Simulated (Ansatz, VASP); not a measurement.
# CSe2 in VASP and in Ansatz

```xyz
6
Lattice="3.5698 -2.9948 0.0000 3.5698 2.9948 0.0000 0.0000 0.0000 9.4627" Properties=species:S:1:pos:R:3 pbc="T T T"
C     3.5698    0.0000    4.7313
C     0.0000    0.0000    0.0000
Se    3.5698   -1.2723    5.8727
Se    3.5698    1.2723    3.5900
Se    3.5698   -1.7225    1.1413
Se    3.5698    1.7225    8.3213
```

Alike in both runs: task electric field gradients; functional revpbe exchange, lda correlation; k mesh 5 × 5 × 3; no spin polarisation.

|  | VASP | Ansatz |
| --- | --- | --- |
| version | VASP 6.6.1 | Ansatz 0.2.0 |
| potentials or method | VASP PAW PBE potentials, release 64 (C, Se), cutoff 520 eV | plane waves, PAW |
| occupations | gaussian, width 0.01 eV | fixed |
| valence electrons in the cell | 32 | 72 |

```tsv
	VASP	Ansatz	Ansatz less VASP
gap on the k mesh at the Fermi level (eV)	2.42	2.42	-0.005
size of Vzz on the site where it differs most (V/Å²)	276.9	298.8	+21.89
```

VASP's potentials were made for PBE, not for revpbe exchange, lda correlation. VASP's potentials hold 32 valence electrons a cell and Ansatz's 72, so a difference there can come from the potentials and not from the codes.
